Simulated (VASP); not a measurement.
# ZnS (F-43m) in VASP: notebook, part 2 of 2

VASP 6.6.1. Earlier steps stand in the parts before.

## 3. Single point, PBE (volume scaled by 1.025)

Input file INCAR:

```
ALGO = Normal
EDIFF = 1E-6
ENCUT = 520
GGA = PE
ISIF = 2
ISMEAR = -1
LASPH = T
LCHARG = F
LREAL = F
LWAVE = F
NBANDS = 16
NELM = 80
PREC = Accurate
SIGMA = 0.01
```

Input file KPOINTS:

```
k-points
0
Gamma
  8 8 8
```

Input file POSCAR:

```
ZnS
1.0
    0.0000000000      2.7270034930      2.7270034930
    2.7270034930      0.0000000000      2.7270034930
    2.7270034930      2.7270034930      0.0000000000
Zn S
1 1
Direct
    0.0000000000      0.0000000000      0.0000000000
    0.7500000000      0.7500000000      0.7500000000
```

Potentials or basis: VASP PAW PBE potentials, release 64 (Zn, S).

On the command line:

```bash
$ cat potpaw_PBE.64/Zn/POTCAR potpaw_PBE.64/S/POTCAR > POTCAR
$ mpirun -np 1 vasp_std > vasp.out
```

OUTCAR:

```text
EDIFF = 1E-6
   ENCUT = 520
   GGA = PE
   ISIF = 2
   ISMEAR = -1
   LASPH = T
   LREAL = F
   NELM = 80
   PREC = Accurate

 ion  position               nearest neighbor table
   1  0.000  0.000  0.000-   2 2.36   2 2.36   2 2.36   2 2.36
   2  0.750  0.750  0.750-   1 2.36   1 2.36   1 2.36   1 2.36

  LATTYP: Found a face centered cubic cell.
 ALAT       =     5.4540069860

  Lattice vectors:

 A1 = (   0.0000000000,   2.7270034930,   2.7270034930)
 A2 = (   2.7270034930,   0.0000000000,   2.7270034930)
 A3 = (   2.7270034930,   2.7270034930,   0.0000000000)

Analysis of symmetry for initial positions (statically):
=====================================================================
 Subroutine PRICEL returns:
 Original cell was already a primitive cell.

 Routine SETGRP: Setting up the symmetry group for a
 face centered cubic supercell.

 Subroutine GETGRP returns: Found 24 space group operations
 (whereof 24 operations were pure point group operations)
 out of a pool of 48 trial point group operations.

The static configuration has the point symmetry T_d .

Analysis of symmetry for dynamics (positions and initial velocities):
=====================================================================
 Subroutine PRICEL returns:
 Original cell was already a primitive cell.

 Routine SETGRP: Setting up the symmetry group for a
 face centered cubic supercell.

 Subroutine GETGRP returns: Found 24 space group operations
 (whereof 24 operations were pure point group operations)
 out of a pool of 48 trial point group operations.

The dynamic configuration has the point symmetry T_d .

 Subroutine INISYM returns: Found 24 space group operations
 (whereof 24 operations are pure point group operations),
[... 104 lines left out ...]
   POTIM  = 0.5000    time-step for ionic-motion
   TEBEG  =    0.0;   TEEND  =   0.0 temperature during run
   PSTRESS=    0.0 pullay stress
   NELECT =      18.0000    total number of electrons
   NUPDOWN=      -1.0000    fix difference up-down
   EMIN   =  10.00;   EMAX   =-10.00  energy-range for DOS
   EFERMI =   0.00;   METHOD = LEGACY
   ISMEAR =    -1;   SIGMA  =   0.01  broadening in eV -4-tet -1-fermi 0-gaus
   EFERMI_NEDOS =   21; number of points for ismear=-14 and -15
   IALGO  =     38    algorithm
   IMIX   =      4    mixing-type and parameters
     AMIX     =   0.40;   BMIX     =  1.00
     AMIX_MAG =   1.60;   BMIX_MAG =  1.00
  volume/ion in A,a.u.               =      20.28       136.85
  Fermi-wavevector in a.u.,A,eV,Ry     =   1.248734  2.359765 21.216066  1.559337
  Thomas-Fermi vector in A             =   2.382807
   LORBIT       =      0    0 simple, 1 ext, 2 COOP (PROOUT), +10 PAW based schemes
   GGA     = PE    functional components
   LHFCALC =     F    Hartree Fock is set to
   AEXX    =    0.0000 exact exchange contribution
   IVDW    =     0    specifies the selected vdW correction
   LEPSILON=     F    determine dielectric tensor
   LRPA    =     F    only Hartree local field effects (RPA)
 non-spin polarized calculation
  energy-cutoff  :      520.00
  volume of cell :       40.56
 maximum number of plane-waves:      1106
 NGX is ok and might be reduce to    30
   NGX = 15   NGY = 15   NGZ = 15

 number of electron      18.0000005 magnetization

 Free energy of the ion-electron system (eV)
  ---------------------------------------------------
  ext. energy  EPLUGINS =         0.00000000
  ---------------------------------------------------
  free energy    TOTEN  =        -6.85231755 eV

  energy without entropy =       -6.85231755  energy(sigma->0) =       -6.85231755

 E-fermi :   2.0833     XC(G=0):  -9.5008

 val. band max:        1.8536475772   @ k =   0.0000   0.0000   0.0000
 cond. band min:       3.8472058211   @ k =   0.0000   0.0000   0.0000
 fundamental gap:      1.9935582439
 Fermi energy:         2.0832887994

 k-point     1 :       0.0000    0.0000    0.0000
  band No.  band energies     occupation
      1     -11.0979      2.00000
      2      -4.3802      2.00000
      3      -4.3802      2.00000
      4      -4.3802      2.00000
      5      -3.9143      2.00000
      6      -3.9143      2.00000
[... 433 lines left out ...]
      3      -4.2054      2.00000
      4      -3.9602      2.00000
      5      -3.9019      2.00000
      6      -3.6586      2.00000
[... 8 lines left out ...]
     15      15.2121      0.00000
     16      15.9867      0.00000

 [... further k-points ...]
[... 5 lines left out ...]
  --------------------------------------------------------------------------------------
  -------------------------------------------------------------------------------------
  Total       -0.0627167     -0.0627167     -0.0627167      0.0000000      0.0000000     -0.0000000
  in kB       -2.4774597     -2.4774597     -2.4774597      0.0000000      0.0000000     -0.0000000
  external PRESSURE =      -2.4774597 kB  Pullay stress =       0.0000000 kB

 VOLUME and BASIS-vectors are now :
 -----------------------------------------------------------------------------
  energy-cutoff  :      520.00
  volume of cell :       40.56
      direct lattice vectors                 reciprocal lattice vectors
     0.000000000  2.727003493  2.727003493    -0.183351434  0.183351434  0.183351434
     2.727003493  0.000000000  2.727003493     0.183351434 -0.183351434  0.183351434
     2.727003493  2.727003493  0.000000000     0.183351434  0.183351434 -0.183351434

 POSITION                                       TOTAL-FORCE (eV/Angst)
 -----------------------------------------------------------------------------------
      0.00000      0.00000      0.00000        -0.000000     -0.000000     -0.000000
      4.09051      4.09051      4.09051         0.000000      0.000000      0.000000
 -----------------------------------------------------------------------------------
    total drift:                                0.000000      0.000000      0.000000

  FREE ENERGIE OF THE ION-ELECTRON SYSTEM (eV)
  ---------------------------------------------------
  free  energy   TOTEN  =        -6.8523175483 eV

  energy  without entropy=       -6.8523175483  energy(sigma->0) =       -6.85231755
```

OSZICAR:

```text
N       E                     dE             d eps       ncg     rms          rms(c)
DAV:   1     0.900003313597E+02    0.90000E+02   -0.88841E+03   928   0.133E+03
DAV:   2    -0.139912270951E+01   -0.91399E+02   -0.85642E+02  1016   0.262E+02
DAV:   3    -0.722009289721E+01   -0.58210E+01   -0.57981E+01  1224   0.645E+01
DAV:   4    -0.727885378671E+01   -0.58761E-01   -0.58753E-01  1104   0.675E+00
DAV:   5    -0.727956033885E+01   -0.70655E-03   -0.70654E-03  1248   0.710E-01    0.654E+00
DAV:   6    -0.687186086147E+01    0.40770E+00   -0.73403E-01  1384   0.295E+01    0.513E+00
DAV:   7    -0.685258485916E+01    0.19276E-01   -0.24177E-01  1072   0.436E+00    0.263E+00
DAV:   8    -0.685187628857E+01    0.70857E-03   -0.49171E-03  1232   0.771E-01    0.681E-01
DAV:   9    -0.685214990732E+01   -0.27362E-03   -0.11694E-03  1080   0.276E-01    0.103E-01
DAV:  10    -0.685232355265E+01   -0.17365E-03   -0.21931E-04  1128   0.143E-01    0.580E-02
DAV:  11    -0.685231662036E+01    0.69323E-05   -0.35668E-05  1072   0.919E-02    0.656E-03
DAV:  12    -0.685231754826E+01   -0.92789E-06   -0.42897E-06  1248   0.220E-02
   1 F= -.68523175E+01 E0= -.68523175E+01  d E =-.298710E-12
```

Run time: 27 s. Hardware: 1 thread of AMD EPYC 7R43 (Zen 3), shared host; peak memory 0.14 GiB.

Results:

| Item | Value |
| --- | --- |
| Free energy | -6.8523 eV |
| Pressure | -0.2 GPa |
| Band gap on the k mesh | 1.99 eV, direct |

## 4. Single point, PBE (volume scaled by 1.05)

Input file INCAR:

```
  ALGO = Normal
  EDIFF = 1E-6
  ENCUT = 520
  GGA = PE
  ISIF = 2
  ISMEAR = -1
  LASPH = True
  LCHARG = False
  LREAL = False
  LWAVE = False
  NBANDS = 16
  NELM = 60
  PREC = Accurate
  SIGMA = 0.01
```

KPOINTS is that of step 3.

Input file POSCAR:

```
ZnS
1.0
    0.0000000000      2.7489964065      2.7489964065
    2.7489964065      0.0000000000      2.7489964065
    2.7489964065      2.7489964065      0.0000000000
Zn S
1 1
Direct
    0.0000000000      0.0000000000      0.0000000000
    0.7500000000      0.7500000000      0.7500000000
```

On the command line:

```bash
$ cat potpaw_PBE.64/Zn/POTCAR potpaw_PBE.64/S/POTCAR > POTCAR
$ mpirun -np 1 vasp_std > vasp.out
```

It took 22 s on 1 thread of AMD EPYC 7R43 (Zen 3), shared host; peak memory 0.13 GiB.

Results (log left out):

* Free energy: -6.8460 eV
* Pressure: -1.8 GPa
* Band gap on the k mesh: 1.89 eV, direct

Levels at points of the mesh, in eV from the valence-band top:
```csv
k point,band 7,band 8,band 9,band 10,band 11,band 12
"(0.00, 0.00, 0.00)",0.00,0.00,0.00,1.89,6.43,6.43
"(0.50, 0.00, 0.00)",-4.96,-0.79,-0.79,3.21,6.95,6.95
"(0.50, 0.50, 0.00)",-4.36,-2.04,-2.04,3.52,4.07,10.63
```

## 5. Single point, PBE (volume scaled by 0.94)

Input file INCAR:

```
PREC = Accurate ; ENCUT = 520
EDIFF = 1E-6 ; ISMEAR = -1
SIGMA = 0.01 ; LREAL = False
LASPH = True ; NELM = 80
ALGO = Normal ; ISIF = 2
LWAVE = False ; LCHARG = False
GGA = PE ; NBANDS = 16
```

Input file KPOINTS:

```
Automatic mesh
0
Gamma
  8 8 8
```

Input file POSCAR:

```
ZnS
1.0
    0.0000000000      2.6494375689      2.6494375689
    2.6494375689      0.0000000000      2.6494375689
    2.6494375689      2.6494375689      0.0000000000
Zn S
1 1
Direct
    0.0000000000      0.0000000000      0.0000000000
    0.7500000000      0.7500000000      0.7500000000
```

On the command line:

```bash
$ cat potpaw_PBE.64/Zn/POTCAR potpaw_PBE.64/S/POTCAR > POTCAR
$ mpirun -np 1 vasp_std > vasp.out
```

It took 8.7 s on 1 thread of AMD EPYC 9R45 (Zen 5), shared host; peak memory 0.13 GiB.

It converged, with:

* Free energy: -6.7874 eV
* Pressure: 6.9 GPa
* Band gap on the k mesh: 2.38 eV, direct

Levels at points of the mesh, in eV from the valence-band top:
```csv
k point,band 7,band 8,band 9,band 10,band 11,band 12
"(0.00, 0.00, 0.00)",0.00,0.00,0.00,2.38,6.35,6.35
"(0.50, 0.00, 0.00)",-5.67,-0.95,-0.95,3.42,6.89,6.89
"(0.50, 0.50, 0.00)",-4.79,-2.44,-2.44,3.27,4.06,11.41
```

## 6. Summary

| cell | smearing | gap on the mesh (eV) | pressure (GPa) |
| --- | --- | --- | --- |
| a = 3.760 Å, angles 60.0°, 2 atoms | gaussian 0.025 eV | 2.33 | 5.9 |
| a = 3.857 Å, angles 60.0°, 2 atoms | fermi-dirac 0.01 eV | 1.99 | -0.2 |
| a = 3.888 Å, angles 60.0°, 2 atoms | fermi-dirac 0.01 eV | 1.89 | -1.8 |
| a = 3.747 Å, angles 60.0°, 2 atoms | fermi-dirac 0.01 eV | 2.38 | 6.9 |

Alike in all rows: task single point; level PBE; potentials or basis VASP PAW PBE potentials, release 64 (Zn, S); no spin polarisation; k mesh 8 × 8 × 8; cutoff (eV) 520.

Total energies depend on the potentials used, so only differences within one code and one set of settings carry meaning.
